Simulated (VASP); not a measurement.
A run of VASP 6.6.1 is set up as follows.

File INCAR:

```
ALGO     = Normal         # electronic algorithm
EDIFF    = 1E-6           # SCF threshold, eV
ENCUT    = 600            # plane-wave cutoff, eV
GGA      = PE             # functional
GGA_COMPAT= F            
ISIF     = 2              # what is computed and relaxed
ISMEAR   = 0              # smearing method
LASPH    = T              # aspherical terms in the spheres
LCHARG   = F              # write CHGCAR
LREAL    = F              # projectors in reciprocal space
LWAVE    = F              # write WAVECAR
NBANDS   = 11             # bands
NELM     = 120            # most SCF steps
PREC     = Accurate       # precision mode
SIGMA    = 0.01           # smearing width, eV
```

The input KPOINTS:

```
k-points
0
Gamma
  8 8 8
```

File POSCAR:

```
Be2C
1.0
    0.0000000000      2.1793381662      2.1793381662
    2.1793381662      0.0000000000      2.1793381662
    2.1793381662      2.1793381662      0.0000000000
Be C
2 1
Direct
    0.2500000000      0.2500000000      0.2500000000
    0.7500000000      0.7500000000      0.7500000000
    0.0000000000      0.0000000000      0.0000000000
```

Potentials or basis: VASP PAW PBE potentials, release 64 (Be, C).

Command:

```sh
$ cat potpaw_PBE.64/Be/POTCAR potpaw_PBE.64/C/POTCAR > POTCAR
$ mpirun -np 1 vasp_std > vasp.out
```

(1) Predict the pressure.

(2) Estimate the band gap on the k mesh.

## Answers

(1) -3.8 GPa.

(2) 1.15 eV (least direct gap 4.09 eV).

Caveat: the cell stands under tension.
